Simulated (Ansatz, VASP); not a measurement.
## Sc: VASP beside Ansatz

```
CELL_PARAMETERS angstrom
3.36304 0.00000 0.00000
-1.68152 2.91248 0.00000
0.00000 0.00000 5.25248
ATOMIC_POSITIONS crystal
Sc 0.33333 0.66667 0.25000
Sc 0.66667 0.33333 0.75000
```

Alike in both runs: task single point; functional PBE; k mesh 18 × 18 × 10; occupations fermi-dirac, width 0.1 eV; no spin polarisation.

```csv
,VASP,Ansatz
version,VASP 6.6.1,Ansatz 0.2.0
potentials or method,"VASP PAW PBE potentials, release 64 (Sc_sv), cutoff 520 eV","plane waves (420 eV) with PAW, scalar-relativistic"
valence electrons in the cell,22,22
```

|  | VASP | Ansatz | Ansatz less VASP |
| --- | --- | --- | --- |
| pressure (GPa) | -2.0 | -2.0 | -0.02 |
| traceless stress, the component that is largest in VASP (GPa) | 0.10 | 0.10 | -0.002 |

With one functional, cell and mesh, what is left measures potentials, basis and numerics.
